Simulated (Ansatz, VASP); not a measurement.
# Sn2PbO3: VASP beside Ansatz

```xyz
12
Lattice="3.8600 0.0000 0.0000 0.0000 11.5800 0.0000 0.0000 0.0000 4.8700" Properties=species:S:1:pos:R:3 pbc="T T T"
Sn    0.0000    9.6496    1.1542
Sn    1.9300    7.7204    3.7158
Sn    0.0000    1.9304    1.1542
Sn    1.9300    3.8596    3.7158
Pb    0.0000    5.7900    1.1542
Pb    1.9300    0.0000    3.7158
O     1.9300    5.7900    0.0000
O     0.0000    7.7204    0.0000
O     1.9300    9.6496    0.0000
O     0.0000    0.0000    0.0000
O     0.0000    3.8596    0.0000
O     1.9300    1.9304    0.0000
```

Alike in both runs: task relaxation of cell and atoms; functional PBE; k mesh 3 × 1 × 3; occupations gaussian, width 0.15 eV; no spin polarisation.

|  | VASP | Ansatz |
| --- | --- | --- |
| version | VASP 6.6.1 | Ansatz 0.2.0 |
| potentials or method | VASP PAW PBE potentials, release 64 (Sn_d, Pb_d, O), cutoff 600 eV | scalar-relativistic, plane waves, PAW |
| valence electrons in the cell | 120 | 120 |

```csv
,VASP,Ansatz,Ansatz less VASP
"gap on the k mesh at the Fermi level, each at its own relaxed structure (eV)",1.67,1.62,-0.054
relaxed volume (Å³/atom),19.51,19.27,-0.239
relaxed length of the cell vector where the two differ most in proportion (Å),5.065,5.030,-0.0341
```

The k mesh is coarse, so the values compare programs but aren't converged. Neither program's run includes spin-orbit coupling.
